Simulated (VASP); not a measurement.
# Ti2Ge (F-43m) in VASP: further runs, part 2 of 2

VASP 6.6.1. Earlier steps stand in the parts before.

### Step 4. Single point, PBE, collinear spin

INCAR

```
PREC = Accurate ; ENCUT = 520
EDIFF = 1E-6 ; ISMEAR = 0
SIGMA = 0.1 ; LREAL = False
LASPH = True ; NELM = 150
ALGO = Fast ; ISIF = 2
LWAVE = False ; LCHARG = False
ISPIN = 2 ; MAGMOM = 1 1 1 1 0 0
LORBIT = 11 ; LMAXMIX = 4
GGA = PE ; NBANDS = 51
```

KPOINTS

```
regular mesh
0
Gamma
  4 4 4
```

POSCAR

```
Ti2Ge
1.0
    0.0000000000      4.5985867373      4.5985867373
    4.5985867373      0.0000000000      4.5985867373
    4.5985867373      4.5985867373      0.0000000000
Ti Ge
4 2
Direct
    0.5993808589      0.2018574234      0.5993808589
    0.5993808589      0.5993808589      0.5993808589
    0.2018574234      0.5993808589      0.5993808589
    0.5993808589      0.5993808589      0.2018574234
    0.7500000000      0.7500000000      0.7500000000
    0.0000000000      0.0000000000      0.0000000000
```

Potentials or basis: VASP PAW PBE potentials, release 64 (Ti_sv, Ge_d).

Command:

```console
$ cat potpaw_PBE.64/Ti_sv/POTCAR potpaw_PBE.64/Ge_d/POTCAR > POTCAR
$ mpirun -np 1 vasp_std > vasp.out
```

OUTCAR:

```text
PREC = Accurate
   ENCUT = 520
   EDIFF = 1E-6
   ISMEAR = 0
   LREAL = False
   LASPH = True
   NELM = 150
   ISIF = 2
   ISPIN = 2
   LORBIT = 11
   GGA = PE

 ion  position               nearest neighbor table
   1  0.599  0.202  0.599-   5 2.40   3 2.59   4 2.59   2 2.59
   2  0.599  0.599  0.599-   5 2.40   3 2.59   4 2.59   1 2.59
   3  0.202  0.599  0.599-   5 2.40   2 2.59   4 2.59   1 2.59
   4  0.599  0.599  0.202-   5 2.40   2 2.59   3 2.59   1 2.59
   5  0.750  0.750  0.750-   2 2.40   1 2.40   3 2.40   4 2.40
   6  0.000  0.000  0.000-

  LATTYP: Found a face centered cubic cell.
 ALAT       =     9.1971734746

  Lattice vectors:

 A1 = (   0.0000000000,   4.5985867373,   4.5985867373)
[... 1065 lines left out ...]
      3.68456      5.51261      3.68456         0.001380     -0.001380      0.001380
      5.51261      5.51261      5.51261        -0.001380     -0.001380     -0.001380
      5.51261      3.68456      3.68456        -0.001380      0.001380      0.001380
      3.68456      3.68456      5.51261         0.001380      0.001380     -0.001380
      6.89788      6.89788      6.89788        -0.000000      0.000000      0.000000
      0.00000      0.00000      0.00000        -0.000000      0.000000      0.000000
 -----------------------------------------------------------------------------------
    total drift:                               -0.000001     -0.000001     -0.000001

  FREE ENERGIE OF THE ION-ELECTRON SYSTEM (eV)
  ---------------------------------------------------
  free  energy   TOTEN  =       -31.2831898733 eV

  energy  without entropy=      -31.2603267213  energy(sigma->0) =      -31.27175830

 total charge

# of ion       s       p       d       tot
------------------------------------------
    1        2.229   6.063   2.020  10.312
    2        2.229   6.063   2.020  10.312
    3        2.229   6.063   2.020  10.312
    4        2.229   6.063   2.020  10.312
    5        1.228   1.406   9.994  12.628
    6        1.296   0.711   9.961  11.968
--------------------------------------------------
tot         11.441  26.368  28.034  65.843

 magnetization (x)

# of ion       s       p       d       tot
------------------------------------------
    1        0.048   0.055   1.044   1.147
    2        0.048   0.055   1.044   1.147
    3        0.048   0.055   1.044   1.147
    4        0.048   0.055   1.044   1.147
    5       -0.002   0.047   0.010   0.054
    6        0.019  -0.156   0.002  -0.135
--------------------------------------------------
tot          0.210   0.111   4.187   4.508
```

OSZICAR:

```text
N       E                     dE             d eps       ncg     rms          rms(c)
DAV:   1     0.978365134719E+03    0.97837E+03   -0.38050E+04  1932   0.249E+03
DAV:   2     0.138315856079E+03   -0.84005E+03   -0.81873E+03  1632   0.755E+02
DAV:   3    -0.790630823242E+01   -0.14622E+03   -0.14141E+03  2104   0.216E+02
[... 12 lines left out ...]
RMM: 118    -0.312831872362E+02   -0.58672E-06   -0.11401E-05  1524   0.166E-02    0.685E-04
RMM: 119    -0.312831878010E+02   -0.56471E-06   -0.10969E-05  1517   0.165E-02    0.808E-04
RMM: 120    -0.312831883377E+02   -0.53676E-06   -0.10561E-05  1550   0.165E-02    0.666E-04
RMM: 121    -0.312831888677E+02   -0.52998E-06   -0.10338E-05  1515   0.163E-02    0.843E-04
RMM: 122    -0.312831893911E+02   -0.52345E-06   -0.10117E-05  1511   0.161E-02    0.721E-04
RMM: 123    -0.312831898733E+02   -0.48211E-06   -0.95684E-06  1543   0.156E-02
   1 F= -.31283190E+02 E0= -.31271758E+02  d E =-.228632E-01  mag=     6.2331
```

stdout:

```text
POSCAR found type information on POSCAR TiGe
 POSCAR found :  2 types and       6 ions
 scaLAPACK will be used
 LDA part: xc-table for (Slater+PW92), standard interpolation
 POSCAR, INCAR and KPOINTS ok, starting setup
 FFT: planning ... GRIDC
 FFT: planning ... GRID_SOFT
 FFT: planning ... GRID
 WAVECAR not read
 entering main loop
WARNING in EDDRMM: call to ZHEGV failed, returncode =   6  3     27
WARNING in EDDRMM: call to ZHEGV failed, returncode =   8  4     38
WARNING in EDDRMM: call to ZHEGV failed, returncode =   8  4     26
WARNING in EDDRMM: call to ZHEGV failed, returncode =   8  4     32
WARNING in EDDRMM: call to ZHEGV failed, returncode =   6  3     28
WARNING in EDDRMM: call to ZHEGV failed, returncode =   8  4     28
WARNING in EDDRMM: call to ZHEGV failed, returncode =   8  4     21
WARNING in EDDRMM: call to ZHEGV failed, returncode =   8  4     37
WARNING in EDDRMM: call to ZHEGV failed, returncode =   6  3     39
WARNING in EDDRMM: call to ZHEGV failed, returncode =   6  3     47
```

Run time: 55 min. Hardware: 1 thread of Intel Xeon 8259CL, shared host; peak memory 0.49 GiB.

Results:

* Free energy: -31.2832 eV
* Pressure: 1.0 GPa
* Net moment: 6.23 μB per cell
* Site moments: Ti +1.15; Ge +0.05, -0.14 μB
* Valence electrons inside the program's atomic spheres: Ti 10.31; Ge 12.63, 11.97

Forces in eV/Å, atoms in the order of the input:
```
Ti   0.001 -0.001  0.001
Ti  -0.001 -0.001 -0.001
Ti  -0.001  0.001  0.001
Ti   0.001  0.001 -0.001
Ge   0.000  0.000  0.000
Ge   0.000  0.000  0.000
```

Levels at points of the mesh, in eV from the Fermi level:
Spin up:
| k point | band 37 | band 38 | band 39 | band 40 | band 41 | band 42 | band 43 | band 44 | band 45 | band 46 |
| --- | --- | --- | --- | --- | --- | --- | --- | --- | --- | --- |
| (0.00, 0.00, 0.00) | -0.70 | -0.70 | -0.39 | -0.39 | -0.39 | 1.22 | 1.22 | 1.32 | 1.32 | 1.32 |
| (0.50, 0.00, 0.00) | -0.71 | -0.40 | -0.27 | -0.27 | -0.14 | 0.34 | 0.34 | 0.95 | 0.95 | 1.10 |
| (0.50, 0.50, 0.00) | -0.75 | -0.49 | -0.44 | -0.41 | -0.41 | 0.23 | 0.53 | 0.53 | 1.16 | 1.35 |
Spin down:
```
           k point  band 32  band 33  band 34  band 35  band 36  band 37  band 38  band 39
(0.00, 0.00, 0.00)    -0.66    -0.51    -0.47    -0.47    -0.47     0.66     0.66     0.66
(0.50, 0.00, 0.00)    -1.22    -0.37    -0.15    -0.15     0.40     0.40     0.54     0.95
(0.50, 0.50, 0.00)    -0.88    -0.29     0.02     0.02     0.06     0.25     0.25     0.29
```

### Step 5. Single point, PBE, collinear spin

This run uses another cell than the first one, of 33.56 Å³/atom.

INCAR

```
PREC = Accurate
ENCUT = 520
EDIFF = 1E-7
ISMEAR = 0
SIGMA = 0.1
LREAL = F
LASPH = T
NELM = 150
ALGO = Normal
ISIF = 2
LWAVE = F
LCHARG = T
ISPIN = 2
MAGMOM = 1.07 1.07 1.07 1.07 0 -0.29
LORBIT = 11
LMAXMIX = 4
GGA = PE
LELF = T
LVHAR = T
NBANDS = 51
```

KPOINTS

```
Automatic mesh
0
Gamma
  8 8 8
```

POSCAR

```
Ti2Ge
1.0
    0.0000000000      4.6519959827      4.6519959827
    4.6519959827      0.0000000000      4.6519959827
    4.6519959827      4.6519959827      0.0000000000
Ti Ge
4 2
Direct
    0.5994268533      0.2017194401      0.5994268533
    0.5994268533      0.5994268533      0.5994268533
    0.2017194401      0.5994268533      0.5994268533
    0.5994268533      0.5994268533      0.2017194401
    0.7500000000      0.7500000000      0.7500000000
    0.0000000000      0.0000000000      0.0000000000
```

Command:

```console
$ cat potpaw_PBE.64/Ti_sv/POTCAR potpaw_PBE.64/Ge_d/POTCAR > POTCAR
$ mpirun -np 1 vasp_std > vasp.out
```

It took 43 min on 1 thread of Oxide Virtual Turin-like, shared host; peak memory 0.68 GiB.

It converged, with:

```
Free energy                                           : -31.3067 eV
Pressure                                              : 0.0 GPa
Largest force                                         : 0.011 eV/Å
Net moment                                            : 6.44 μB per cell
Site moments                                          : Ti +1.19; Ge +0.05, -0.15 μB
Valence electrons inside the program's atomic spheres : Ti 10.28; Ge 12.60, 11.96
```

Forces on the atoms (eV/Å):
```
Ti   0.007 -0.007  0.007
Ti  -0.007 -0.007 -0.007
Ti  -0.007  0.007  0.007
Ti   0.007  0.007 -0.007
Ge   0.000  0.000  0.000
Ge   0.000  0.000  0.000
```

Levels at points of the mesh, in eV from the Fermi level:
Spin up:
```tsv
k point	band 39	band 40	band 41	band 42	band 43	band 44
(0.00, 0.00, 0.00)	-0.43	-0.43	-0.43	1.15	1.15	1.26
(0.50, 0.00, 0.00)	-0.29	-0.29	-0.21	0.32	0.32	0.90
(0.50, 0.50, 0.00)	-0.47	-0.42	-0.42	0.16	0.49	0.49
```
Spin down:
```
           k point  band 33  band 34  band 35  band 36  band 37  band 38
(0.00, 0.00, 0.00)    -0.48    -0.45    -0.45    -0.45     0.67     0.67
(0.50, 0.00, 0.00)    -0.33    -0.13    -0.13     0.42     0.42     0.49
(0.50, 0.50, 0.00)    -0.25     0.06     0.06     0.10     0.24     0.24
```

### Step 6. Summary

```tsv
task	spin	cell	k mesh	cutoff (eV)	gap on the mesh (eV)	pressure (GPa)	moment (μB)	largest force (eV/Å)
single point	off	a = 6.503 Å, angles 60.0°, 6 atoms, atomic positions A	4 × 4 × 4	520	none	0.0	-	0.02
relaxation of cell and atoms	off	relaxed from a = 5.310 Å, angles 60.0°, 6 atoms, atomic positions B	4 × 4 × 4	600	none	0.0	-	-
single point	collinear	a = 6.503 Å, angles 60.0°, 6 atoms, atomic positions A	4 × 4 × 4	520	none	1.0	6.23	-
single point	collinear	a = 6.579 Å, angles 60.0°, 6 atoms, atomic positions A	8 × 8 × 8	520	none	0.0	6.44	0.01
```

Alike in all rows: level PBE; potentials or basis VASP PAW PBE potentials, release 64 (Ti_sv, Ge_d); smearing gaussian 0.1 eV.

Caveats: some runs use coarse meshes; the volume moved by over 15 % at a fixed basis, so the end points are rough (at least some runs).

Total energies depend on the potentials used, so only differences within one code and one set of settings carry meaning.
